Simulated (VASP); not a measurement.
HC18: single point with PBE

The system is HC18, a slab with vacuum.

```
CELL_PARAMETERS angstrom
7.39800 0.00000 0.00000
-3.69900 6.40686 0.00000
0.00000 0.00000 12.00000
ATOMIC_POSITIONS crystal
C 0.00153 0.00346 0.08110
C 0.22356 0.11448 0.08135
C 0.00213 0.33793 0.07883
C 0.22404 0.44848 0.07412
C 0.00213 0.66959 0.07881
C 0.22404 0.78095 0.07412
C 0.33540 0.00286 0.07885
C 0.55469 0.10978 0.08438
C 0.33539 0.33793 0.07883
C 0.55469 0.45031 0.08433
C 0.33486 0.67013 0.07313
C 0.55651 0.78095 0.07411
C 0.66706 0.00286 0.07884
C 0.89052 0.11449 0.08135
C 0.66820 0.33681 0.11349
C 0.89521 0.45030 0.08434
C 0.66706 0.66959 0.07881
C 0.89051 0.78143 0.08133
H 0.66818 0.33682 0.20737
```

```yaml
Program: VASP 6.6.1
Task: single point
Functional: PBE
Potentials_or_basis: VASP PAW PBE potentials, release 64 (C, H)
Cutoff: 520 eV
k_mesh: 2 × 2 × 1
Occupations: fermi-dirac, width 0.05 eV
Spin: collinear spin
Starting_moments: "[0.0, 0.0, 0.0, 0.0, 0.0, 0.0, 0.0, 0.0, 0.0, 0.0, 0.0, 0.0, 0.0, 0.0, 0.0, 0.0, 0.0, 0.0, 1.0] μB"
Dipole_correction: no
Further_INCAR_settings: LREAL = Auto; ALGO = Normal; EDIFF = 1e-06; NBANDS = 56
```

```
Largest force                                         : 0.036 eV/Å
Band gap on the k mesh                                : 0.26 eV
Net moment                                            : 1.03 μB per cell
Site moments                                          : C -0.04, +0.12, -0.06, +0.06, +0.13, -0.03, -0.02 (each value once); H +0.05 μB
Valence electrons inside the program's atomic spheres : C 2.65, 2.64, 2.66, 2.63 (each value once); H 0.65
```

Forces in eV/Å, atoms in the order of the input:
```
C    0.001 -0.002  0.009
C    0.000  0.005 -0.002
C    0.009 -0.008  0.001
C    0.004 -0.006 -0.006
C   -0.003  0.005  0.000
C    0.003  0.004 -0.004
C   -0.005 -0.001 -0.004
C   -0.003  0.019 -0.001
C   -0.007 -0.005 -0.001
C    0.013 -0.019  0.001
C   -0.001  0.007 -0.005
C   -0.004  0.005 -0.003
C    0.003 -0.002 -0.003
C    0.000  0.003  0.001
C    0.002  0.001 -0.014
C   -0.016 -0.015  0.000
C    0.001  0.004 -0.003
C    0.001  0.004  0.001
H    0.001  0.002  0.035
```

Levels at points of the mesh, in eV from the valence-band top:
Spin up:
```csv
k point,band 35,band 36,band 37,band 38,band 39,band 40
"(0.00, 0.00, 0.00)",-1.85,-0.12,-0.12,0.26,2.20,3.26
"(0.50, 0.00, 0.00)",-2.54,-2.35,-0.12,1.92,2.53,2.56
"(0.00, 0.50, 0.00)",-2.54,-2.35,-0.12,1.92,2.53,2.56
"(0.50, 0.50, 0.00)",-2.54,-2.35,-0.12,1.92,2.53,2.56
```
Spin down:
```tsv
k point	band 32	band 33	band 34	band 35	band 36	band 37	band 38	band 39	band 40	band 41
(0.00, 0.00, 0.00)	-4.30	-2.87	-2.87	-1.68	0.00	0.42	0.42	2.41	3.37	4.26
(0.50, 0.00, 0.00)	-3.92	-2.46	-2.42	-2.41	-2.23	0.48	2.03	2.68	2.75	2.76
(0.00, 0.50, 0.00)	-3.92	-2.46	-2.43	-2.41	-2.23	0.48	2.03	2.68	2.75	2.76
(0.50, 0.50, 0.00)	-3.92	-2.46	-2.42	-2.41	-2.23	0.48	2.03	2.68	2.75	2.76
```

Wall time 12 min on 1 thread of Oxide Virtual Turin-like Processor, with other jobs on the host, peak memory 0.84 GiB.

Caveat: the k points lie up to 0.49 Å⁻¹ apart; a moment this small can come from the mesh or the smearing; there is no dipole correction, which matters where the two faces differ.
